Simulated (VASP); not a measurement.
# BeSe2 (P6_3/mmc) in VASP: relaxation of cell and atoms with PBE

Aim: the relaxation of cell and atoms of BeSe2 with PBE.

Everything below comes from runs of VASP 6.6.1. Logs are shortened: lines on timing, memory, paths and dates and some standing lists are left out, and cuts for length are marked.

**1. The cell of the first run**

Symmetry: P6_3/mmc, No. 194, hexagonal system. Conventional cell: a = 3.220 Å, b = 3.220 Å, c = 12.523 Å, α = 90.00°, β = 90.00°, γ = 120.00°. Within 3.3 Å of Be (site symmetry -6m2) lie 6 Se at 2.41 Å and 6 Be at 3.22 Å. Within 3.3 Å of Se (site symmetry 3m) lie 3 Be at 2.41 Å and 7 Se at 3.07 to 3.22 Å.

**2. Relaxation of cell and atoms, PBE**

INCAR

```
PREC     = Accurate       # precision mode
ENCUT    = 600            # plane-wave cutoff, eV
EDIFF    = 1E-7           # SCF threshold, eV
ISMEAR   = 0              # smearing method
SIGMA    = 0.1            # smearing width, eV
LREAL    = False          # projectors in reciprocal space
LASPH    = True           # aspherical terms in the spheres
NELM     = 100            # most SCF steps
ALGO     = Normal         # electronic algorithm
ISIF     = 3              # what is computed and relaxed
LWAVE    = False          # write WAVECAR
LCHARG   = False          # write CHGCAR
GGA      = PE             # functional
IBRION   = 2              # ionic algorithm
NSW      = 100            # ionic steps
EDIFFG   = -0.01          # ionic threshold
```

KPOINTS

```
Automatic mesh
0
Gamma
  12 12 4
```

POSCAR

```
BeSe2
1.0
    3.2195195367      0.0000000000      0.0000000000
   -1.6097597684      2.7881857068      0.0000000000
    0.0000000000      0.0000000000     12.5226107713
Be Se
2 4
Direct
    0.3333333333      0.6666666667      0.2500000000
    0.6666666667      0.3333333333      0.7500000000
    0.3333333333      0.6666666667      0.6275000000
    0.6666666667      0.3333333333      0.1275000000
    0.3333333333      0.6666666667      0.8725000000
    0.6666666667      0.3333333333      0.3725000000
```

Potentials or basis: VASP PAW PBE potentials, release 64 (Be, Se).

Command:

```
> cat potpaw_PBE.64/Be/POTCAR potpaw_PBE.64/Se/POTCAR > POTCAR
> mpirun -np 1 vasp_std > vasp.out
```

OUTCAR:

```text
PREC = Accurate
   ENCUT = 600
   EDIFF = 1E-7
   ISMEAR = 0
   LREAL = False
   LASPH = True
   NELM = 100
   ISIF = 3
   GGA = PE
   IBRION = 2
   NSW = 100
   EDIFFG = -0.01

 ion  position               nearest neighbor table
   1  0.333  0.667  0.250-   4 2.41   6 2.41   4 2.41   6 2.41   4 2.41   6 2.41
   2  0.667  0.333  0.750-   3 2.41   5 2.41   3 2.41   5 2.41   3 2.41   5 2.41
   3  0.333  0.667  0.627-   2 2.41   2 2.41   2 2.41
   4  0.667  0.333  0.127-   1 2.41   1 2.41   1 2.41
   5  0.333  0.667  0.873-   2 2.41   2 2.41   2 2.41
   6  0.667  0.333  0.373-   1 2.41   1 2.41   1 2.41

  LATTYP: Found a hexagonal cell.
 ALAT       =     3.2195195367
 C/A-ratio  =     3.8895899306

  Lattice vectors:

 A1 = (   3.2195195367,   0.0000000000,   0.0000000000)
 A2 = (  -1.6097597684,   2.7881857068,   0.0000000000)
 A3 = (   0.0000000000,   0.0000000000,  12.5226107713)

Analysis of symmetry for initial positions (statically):
=====================================================================
 Subroutine PRICEL returns:
 Original cell was already a primitive cell.

 Routine SETGRP: Setting up the symmetry group for a
 hexagonal supercell.

 Subroutine GETGRP returns: Found 24 space group operations
 (whereof 12 operations were pure point group operations)
 out of a pool of 24 trial point group operations.

The static configuration has the point symmetry D_3d.
 The point group associated with its full space group is D_6h.

Analysis of symmetry for dynamics (positions and initial velocities):
=====================================================================
 Subroutine PRICEL returns:
 Original cell was already a primitive cell.

 Routine SETGRP: Setting up the symmetry group for a
 hexagonal supercell.

 Subroutine GETGRP returns: Found 24 space group operations
 (whereof 12 operations were pure point group operations)
 out of a pool of 24 trial point group operations.

The dynamic configuration has the point symmetry D_3d.
 The point group associated with its full space group is D_6h.

 Subroutine INISYM returns: Found 24 space group operations
 (whereof 12 operations are pure point group operations),
 and found     1 'primitive' translations

----------------------------------------------------------------------------------------

                                     Primitive cell

  volume of cell :     112.4107

  direct lattice vectors                    reciprocal lattice vectors
     3.219519537  0.000000000  0.000000000     0.310605352  0.179328084  0.000000000
    -1.609759768  2.788185707  0.000000000     0.000000000  0.358656168  0.000000000
     0.000000000  0.000000000 12.522610771     0.000000000  0.000000000  0.079855552

  length of vectors
     3.219519537  3.219519537 12.522610771     0.358656168  0.358656168  0.079855552

  position of ions in fractional coordinates (direct lattice)
     0.333333333  0.666666667  0.250000000
     0.666666667  0.333333333  0.750000000
     0.333333333  0.666666667  0.627500000
     0.666666667  0.333333333  0.127500000
     0.333333333  0.666666667  0.872500000
     0.666666667  0.333333333  0.372500000

  ion indices of the primitive-cell ions
   primitive index   ion index
                 1           1
                 2           2
                 3           3
                 4           4
                 5           5
                 6           6

----------------------------------------------------------------------------------------

 KPOINTS: Automatic mesh

Automatic generation of k-mesh.
 Grid dimensions read from file:
 generate k-points for:   12   12    4

 Generating k-lattice:

  Cartesian coordinates                     Fractional coordinates (reciprocal lattice)
     0.025883779  0.014944007  0.000000000     0.083333333 -0.000000000  0.000000000
     0.000000000  0.029888014  0.000000000     0.000000000  0.083333333  0.000000000
     0.000000000  0.000000000  0.019963888     0.000000000  0.000000000  0.250000000

  Length of vectors
     0.029888014  0.029888014  0.019963888

  Shift w.r.t. Gamma in fractional coordinates (k-lattice)
     0.000000000  0.000000000  0.000000000

 Subroutine IBZKPT returns following result:
 ===========================================

 Found     57 irreducible k-points:

 Following reciprocal coordinates:
            Coordinates               Weight
  0.000000  0.000000  0.000000      1.000000
  0.083333  0.000000  0.000000      6.000000
  0.166667  0.000000  0.000000      6.000000
  0.250000  0.000000  0.000000      6.000000
  0.333333  0.000000  0.000000      6.000000
  0.416667 -0.000000  0.000000      6.000000
[... 16 lines left out ...]
  0.250000  0.000000  0.250000     12.000000
  0.333333  0.000000  0.250000     12.000000
 [... further k-points ...]
   k-points           NKPTS =     57   k-points in BZ     NKDIM =     57   number of bands    NBANDS=     18
   number of dos      NEDOS =    301   number of ions     NIONS =      6
   total plane-waves  NPLWV =  78400
   dimension x,y,z NGX =    28 NGY =   28 NGZ =  100
   dimension x,y,z NGXF=    56 NGYF=   56 NGZF=  200
   ions per type =               2   4
   NGX,Y,Z   is equivalent  to a cutoff of  14.46, 14.46, 13.28 a.u.
   NGXF,Y,Z  is equivalent  to a cutoff of  28.92, 28.92, 26.55 a.u.
 SYSTEM =  unknown system
   PREC   = accura    normal or accurate (medium, high low for compatibility)
   ISTART =      0    job   : 0-new  1-cont  2-samecut
   ICHARG =      2    charge: 1-file 2-atom 10-const
   ISPIN  =      1    spin polarized calculation?
   LNONCOLLINEAR =      F non collinear calculations
   LSORBIT =      F    spin-orbit coupling
   LASPH  =      T    aspherical Exc in radial PAW
   ENCUT  =  600.0 eV  44.10 Ry    6.64 a.u.   6.43  6.43 25.01*2*pi/ulx,y,z
   NELM   =    100;   NELMIN=  2; NELMDL= -5     # of ELM steps
   EDIFF  = 0.1E-06   stopping-criterion for ELM
   LREAL  =      F    real-space projection
   EDIFFG = -.1E-01   stopping-criterion for IOM
   NSW    =    100    number of steps for IOM
   IBRION =      2    ionic relax: 0-MD 1-quasi-New 2-CG
   NFREE  =      1    steps in history (QN), initial steepest desc. (CG)
   ISIF   =      3    stress and relaxation
   ISYM   =      2    0-nonsym 1-usesym 2-fastsym
   POTIM  = 0.5000    time-step for ionic-motion
   TEBEG  =    0.0;   TEEND  =   0.0 temperature during run
   PSTRESS=    0.0 pullay stress
   NELECT =      28.0000    total number of electrons
   NUPDOWN=      -1.0000    fix difference up-down
   EMIN   =  10.00;   EMAX   =-10.00  energy-range for DOS
   EFERMI =   0.00;   METHOD = LEGACY
   ISMEAR =     0;   SIGMA  =   0.10  broadening in eV -4-tet -1-fermi 0-gaus
   EFERMI_NEDOS =   21; number of points for ismear=-14 and -15
   IALGO  =     38    algorithm
   IMIX   =      4    mixing-type and parameters
     AMIX     =   0.40;   BMIX     =  1.00
     AMIX_MAG =   1.60;   BMIX_MAG =  1.00
  volume/ion in A,a.u.               =      18.74       126.43
  Fermi-wavevector in a.u.,A,eV,Ry     =   1.030050  1.946512 14.435821  1.061003
  Thomas-Fermi vector in A             =   2.164128
   LORBIT       =      0    0 simple, 1 ext, 2 COOP (PROOUT), +10 PAW based schemes
   GGA     = PE    functional components
   LHFCALC =     F    Hartree Fock is set to
   AEXX    =    0.0000 exact exchange contribution
   IVDW    =     0    specifies the selected vdW correction
   LEPSILON=     F    determine dielectric tensor
   LRPA    =     F    only Hartree local field effects (RPA)
 conjugate gradient relaxation of ions
 non-spin polarized calculation
 Gauss-broadening in eV      SIGMA  =   0.10
  energy-cutoff  :      600.00
  volume of cell :      112.41
 maximum number of plane-waves:      3788
 NGX is ok and might be reduce to    28
   NGX = 13   NGY = 13   NGZ = 51

--------------------------------------- Ionic step        1  -------------------------------------------

 number of electron      28.0000002 magnetization

 Free energy of the ion-electron system (eV)
  ---------------------------------------------------
  ext. energy  EPLUGINS =         0.00000000
  ---------------------------------------------------
  free energy    TOTEN  =       -20.98130130 eV

  energy without entropy =      -20.95937629  energy(sigma->0) =      -20.97033880

------------------------ aborting loop because EDIFF is reached ----------------------------------------

  FORCE on cell =-STRESS in cart. coord.  units (eV):
  Direction    XX          YY          ZZ          XY          YZ          ZX
  --------------------------------------------------------------------------------------
  -------------------------------------------------------------------------------------
  Total        1.1704566      1.1704566     -2.1384299     -0.0000000      0.0000000      0.0000000
  in kB       16.6823889     16.6823889    -30.4788070     -0.0000000      0.0000000      0.0000000
  external PRESSURE =       0.9619903 kB  Pullay stress =       0.0000000 kB
[... 101 lines left out ...]
  FREE ENERGIE OF THE ION-ELECTRON SYSTEM (eV)
  ---------------------------------------------------
  free  energy   TOTEN  =       -21.5917771341 eV

  energy  without entropy=      -21.5784494442  energy(sigma->0) =      -21.58511329

[... ionic steps 4 to 18 ...]

--------------------------------------- Ionic step       19  -------------------------------------------

 number of electron      27.9999998 magnetization

------------------------ aborting loop because EDIFF is reached ----------------------------------------

  FORCE on cell =-STRESS in cart. coord.  units (eV):
  Direction    XX          YY          ZZ          XY          YZ          ZX
  --------------------------------------------------------------------------------------
  -------------------------------------------------------------------------------------
  Total       -0.0436105     -0.0436105      0.0640338      0.0000000      0.0000000      0.0000000
  in kB       -0.6035279     -0.6035279      0.8861661      0.0000000      0.0000000      0.0000000
  external PRESSURE =      -0.1069632 kB  Pullay stress =       0.0000000 kB
[... 65 lines left out ...]
  energy  without entropy=      -21.9050178691  energy(sigma->0) =      -21.91143871

--------------------------------------- Ionic step       21  -------------------------------------------

 number of electron      27.9999998 magnetization

 Free energy of the ion-electron system (eV)
  ---------------------------------------------------
  ext. energy  EPLUGINS =         0.00000000
  ---------------------------------------------------
  free energy    TOTEN  =       -21.91792619 eV

  energy without entropy =      -21.90513257  energy(sigma->0) =      -21.91152938

 E-fermi :   4.2333     XC(G=0):  -9.5847

 val. band max:        4.2329934948   @ k =   0.2500   0.0000   0.5000
 cond. band min:       4.2469459543   @ k =   0.3333   0.0000   0.2500
 fundamental gap:      0.0139524594
 Fermi energy:         4.2332962743

 k-point     1 :       0.0000    0.0000    0.0000
  band No.  band energies     occupation
      1     -11.1915      2.00000
      2     -10.7937      2.00000
      3      -9.2187      2.00000
      4      -8.2951      2.00000
      5      -2.2517      2.00000
      6       0.3162      2.00000
[... 10 lines left out ...]
     17       7.2470      0.00000
     18       7.2839      0.00000
[... 466 lines left out ...]
      2     -10.1343      2.00000
      3      -8.1884      2.00000
      4      -7.7337      2.00000
      5      -1.5140      2.00000
      6      -1.3956      2.00000
[... 10 lines left out ...]
     17       7.0461      0.00000
     18       7.3639      0.00000

 [... further k-points ...]

------------------------ aborting loop because EDIFF is reached ----------------------------------------

  FORCE on cell =-STRESS in cart. coord.  units (eV):
  Direction    XX          YY          ZZ          XY          YZ          ZX
  --------------------------------------------------------------------------------------
  -------------------------------------------------------------------------------------
  Total       -0.0513726     -0.0513726     -0.0324332      0.0000000      0.0000000      0.0000000
  in kB       -0.7111575     -0.7111575     -0.4489770      0.0000000      0.0000000      0.0000000
  external PRESSURE =      -0.6237640 kB  Pullay stress =       0.0000000 kB
[... 21 lines left out ...]
  FREE ENERGIE OF THE ION-ELECTRON SYSTEM (eV)
  ---------------------------------------------------
  free  energy   TOTEN  =       -21.9179261880 eV

  energy  without entropy=      -21.9051325710  energy(sigma->0) =      -21.91152938

 reached required accuracy - stopping structural energy minimisation
```

Run time: 23 min. Hardware: 1 thread of Intel Xeon Platinum 8488C (Sapphire Rapids), shared host; peak memory 0.36 GiB.

Results:

* Free energy: -21.9179 eV
* Relaxed volume: 19.29 Å³/atom
* Relaxed cell: a = 3.523 Å, b = 3.523 Å, c = 10.765 Å, α = 90.00°, β = 90.00°, γ = 120.00°
* Space group after relaxing (to 0.1 Å): P6_3/mmc (No. 194)
* Energy gained by relaxing: 156.1 meV/atom
* Ionic steps: 21
* Pressure after relaxing: -0.1 GPa
* Band gap on the k mesh: zero (bands 14 and 15 overlap by 1.18 eV)

Step by step:
| step | energy change (eV) | largest force (eV/Å) | pressure (GPa) | volume (Å³) |
| --- | --- | --- | --- | --- |
| 1 | 0.0000 | 0.2765 | 0.10 | 112.41 |
| 2 | -0.1104 | 0.5142 | 0.43 | 112.57 |
| 3 | -0.6105 | 0.3381 | 1.69 | 112.71 |
| 4 | -0.1415 | 3.2537 | 10.99 | 111.43 |
| 5 | -0.7697 | 0.0506 | 2.69 | 112.58 |
| 6 | -0.8145 | 0.5594 | 4.16 | 112.37 |
| 7 | -0.8389 | 0.6715 | 3.81 | 113.42 |
| 8 | -0.8471 | 0.8037 | 3.49 | 114.74 |
| 9 | -0.8850 | 0.5871 | 2.35 | 116.02 |
| 10 | -0.9231 | 0.0417 | -0.56 | 119.71 |
| 11 | -0.9237 | 0.0937 | -0.28 | 119.32 |
| 12 | -0.9237 | 0.1062 | -0.21 | 119.23 |
| 13 | -0.9243 | 0.1028 | -0.20 | 119.10 |
| 14 | -0.9260 | 0.0921 | -0.16 | 118.72 |
| 15 | -0.9288 | 0.0708 | -0.07 | 117.96 |
| 16 | -0.9316 | 0.0275 | 0.14 | 116.44 |
| 17 | -0.9333 | 0.0260 | 0.10 | 116.32 |
| 18 | -0.9362 | 0.0209 | 0.02 | 115.95 |
| 19 | -0.9366 | 0.0177 | -0.01 | 115.77 |
| 20 | -0.9366 | 0.0180 | -0.01 | 115.79 |
| 21 | -0.9366 | 0.0004 | -0.06 | 115.74 |

Final structure:
```
CELL_PARAMETERS angstrom
3.52340 0.00000 0.00000
-1.76170 3.05136 0.00000
0.00000 0.00000 10.76519
ATOMIC_POSITIONS crystal
Be 0.33333 0.66667 0.25000
Be 0.66667 0.33333 0.75000
Se 0.33333 0.66667 0.62951
Se 0.66667 0.33333 0.12951
Se 0.33333 0.66667 0.87049
Se 0.66667 0.33333 0.37049
```

Levels at points of the mesh, in eV from the Fermi level:
```tsv
k point	band 11	band 12	band 13	band 14	band 15	band 16	band 17	band 18
(0.00, 0.00, 0.00)	-1.38	0.37	0.37	0.79	0.79	1.34	3.01	3.05
(0.50, 0.00, 0.00)	-3.19	-2.86	-0.90	-0.08	0.24	1.52	2.30	2.85
(0.00, 0.00, 0.50)	0.04	0.04	0.59	0.59	0.59	0.59	3.14	3.14
(0.50, 0.00, 0.50)	-3.05	-3.05	-0.49	-0.49	0.48	0.48	2.63	2.63
```
